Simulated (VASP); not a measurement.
Input of a VASP 6.6.1 run:

File INCAR:

```
SYSTEM = Tb3SiTe
PREC     = Accurate       ! precision mode
ENCUT    = 500            ! plane-wave cutoff, eV
EDIFF    = 1E-7           ! SCF threshold, eV
ISMEAR   = 0              ! smearing method
SIGMA    = 0.1            ! smearing width, eV
LREAL    = .FALSE.        ! projectors in reciprocal space
LASPH    = .TRUE.         ! aspherical terms in the spheres
NELM     = 200            ! most SCF steps
ALGO     = Normal         ! electronic algorithm
ISIF     = 3              ! what is computed and relaxed
LWAVE    = .FALSE.        ! write WAVECAR
LCHARG   = .FALSE.        ! write CHGCAR
GGA      = PE             ! functional
IBRION   = 2              ! ionic algorithm
NSW      = 100            ! ionic steps
EDIFFG   = -0.01          ! ionic threshold
GGA_COMPAT= .FALSE.      
NELMIN   = 4            
LMAXMIX  = 6              ! l up to which the mixer works
```

Contents of KPOINTS:

```
regular mesh
0
G
  8 8 8
  0 0 0
```

POSCAR

```
Tb3SiTe
1.0
    5.3784720019      0.0000000000      0.0000000000
    0.0000000000      5.3784720019      0.0000000000
    0.0000000000      0.0000000000      5.6238824050
Tb Si Te
3 1 1
Direct
    0.5000000000      0.5000000000      0.7464052034
    0.5000000000      0.0000000000      0.3361369319
    0.0000000000      0.5000000000      0.3361369319
    0.5000000000      0.5000000000      0.2328854472
    0.0000000000      0.0000000000      0.6410679057
```

Potentials or basis: VASP PAW PBE potentials, release 64 (Tb_3, Si, Te), 4f in core.

Launch:

```bash
$ cat potpaw_PBE.64/Tb_3/POTCAR potpaw_PBE.64/Si/POTCAR potpaw_PBE.64/Te/POTCAR > POTCAR
$ mpirun -np 1 vasp_std > vasp.out
```

Question: What does it give for the relaxed volume?

Answer: 32.78 Å³/atom.

Question: What does it give for the relaxed cell?

Answer: a = 5.388 Å, b = 5.388 Å, c = 5.645 Å, α = 90.00°, β = 90.00°, γ = 90.00°.

Forces in eV/Å, atoms in the order of the input:
```
Tb   0.000  0.000  0.005
Tb   0.000  0.000 -0.002
Tb   0.000  0.000 -0.002
Si   0.000  0.000 -0.008
Te   0.000  0.000  0.007
```

Caveat: spin-orbit coupling is left out, which moves the levels of the heavy elements; the 4f electrons are frozen in the core, so they carry no moment and show no levels. Spin polarisation is off, so any magnetic state and its effect on volume and gap are missing.
